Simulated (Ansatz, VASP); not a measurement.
# AlNi3 in VASP and in Ansatz

INCAR

```
SYSTEM = AlNi3
ALGO = Normal ; EDIFF = 1E-6
ENCUT = 520 ; GGA = PS
ISIF = 2 ; ISMEAR = -1
LASPH = .True. ; LCHARG = .True.
LELF = .True. ; LREAL = .False.
LVHAR = .True. ; LWAVE = .False.
NBANDS = 24 ; NELM = 80
PREC = Accurate ; SIGMA = 0.05
```

The input KPOINTS:

```
k-points
0
Gamma
  14 14 14
  0 0 0
```

The input POSCAR:

```
AlNi3
1.0
    0.0000000000      2.8018887551      2.8018887551
    2.8018887551      0.0000000000      2.8018887551
    2.8018887551      2.8018887551      0.0000000000
Al Ni
1 3
Direct
    0.5000000000      0.5000000000      0.5000000000
    0.2500000000      0.2500000000      0.2500000000
    0.0000000000      0.0000000000      0.0000000000
    0.7500000000      0.7500000000      0.7500000000
```

Input for Ansatz:

```yaml
crystal:
  lattice:
    - [0.0, 2.8018887551, 2.8018887551]
    - [2.8018887551, 0.0, 2.8018887551]
    - [2.8018887551, 2.8018887551, 0.0]
  atoms:
    - { symbol: Al, position: [0.5, 0.5, 0.5] }
    - { symbol: Ni, position: [0.25, 0.25, 0.25] }
    - { symbol: Ni, position: [0.0, 0.0, 0.0] }
    - { symbol: Ni, position: [0.75, 0.75, 0.75] }
basis:
  ecutwfc: 420
kpoints:
  mp_grid: { grid: [14, 14, 14] }
hamiltonian:
  xc: pbesol
scf:
  occupations: { method: fermi_dirac, width: 0.05 }
output:
  forces: true
  stress: true
  eigenvalues: true
```

Alike in both runs: task single point; functional PBEsol; k mesh 14 × 14 × 14; occupations fermi-dirac, width 0.05 eV; no spin polarisation.

```csv
,VASP,Ansatz
version,VASP 6.6.1,Ansatz 0.2.0
potentials or method,"VASP PAW PBE potentials, release 64 (Al, Ni), cutoff 520 eV","scalar-relativistic, plane waves, PAW"
valence electrons in the cell,33,57
```

Ansatz gave:

| Quantity | Value |
| --- | --- |
| gap on the k mesh at the Fermi level (eV) | none |
| pressure (GPa) | -0.7 |

Problem. What did VASP give for the same quantities?

Solution. gap on the k mesh at the Fermi level (eV): none; pressure (GPa): -0.6.

VASP's potentials were made for PBE, not for PBEsol. A gap of «none» marks a metal or a gap that the smearing closes. The functional is the same, so the differences come from potentials, cutoffs and numerics. VASP's potentials hold 33 valence electrons a cell and Ansatz's 57, so a difference there can come from the potentials and not from the codes.
